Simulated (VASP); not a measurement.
Input of a VASP 6.6.1 run:

File INCAR:

```
SYSTEM = TiO2
PREC = Accurate ; ENCUT = 520
EDIFF = 1E-6 ; ISMEAR = 0
SIGMA = 0.1 ; LREAL = .FALSE.
LASPH = .TRUE. ; NELM = 100
ALGO = Normal ; ISIF = 2
LWAVE = .FALSE. ; LCHARG = .FALSE.
GGA = PE ; NBANDS = 33
```

KPOINTS

```
regular mesh
0
G
  6 6 6
  0 0 0
```

File POSCAR:

```
TiO2
1.0
   -1.8912698400      1.8912698400      4.8075107874
    1.8912698400     -1.8912698400      4.8075107874
    1.8912698400      1.8912698400     -4.8075107874
Ti O
2 4
Direct
    0.0000000000      0.0000000000      0.0000000000
    0.7500000000      0.2500000000      0.5000000000
    0.9571521200      0.4571521200      0.5000000000
    0.2071521200      0.2071521200      0.0000000000
    0.5428478800      0.0428478800      0.5000000000
    0.7928478800      0.7928478800      0.0000000000
```

Potentials or basis: VASP PAW PBE potentials, release 64 (Ti_sv, O).

Command:

```console
$ cat potpaw_PBE.64/Ti_sv/POTCAR potpaw_PBE.64/O/POTCAR > POTCAR
$ mpirun -np 1 vasp_std > vasp.out
```

Q: Predict the pressure.

A: 4.1 GPa.

Q: Estimate the band gap on the k mesh.

A: 2.17 eV (least direct gap 2.45 eV).

Q: What does it give for the largest force?

A: 0.067 eV/Å.

Stress tensor (GPa, compression positive):
```
4.07 0.00 0.00
0.00 4.07 0.00
0.00 0.00 4.23
```

Caveat: the cell stands under pressure. A k mesh can miss the band edges.
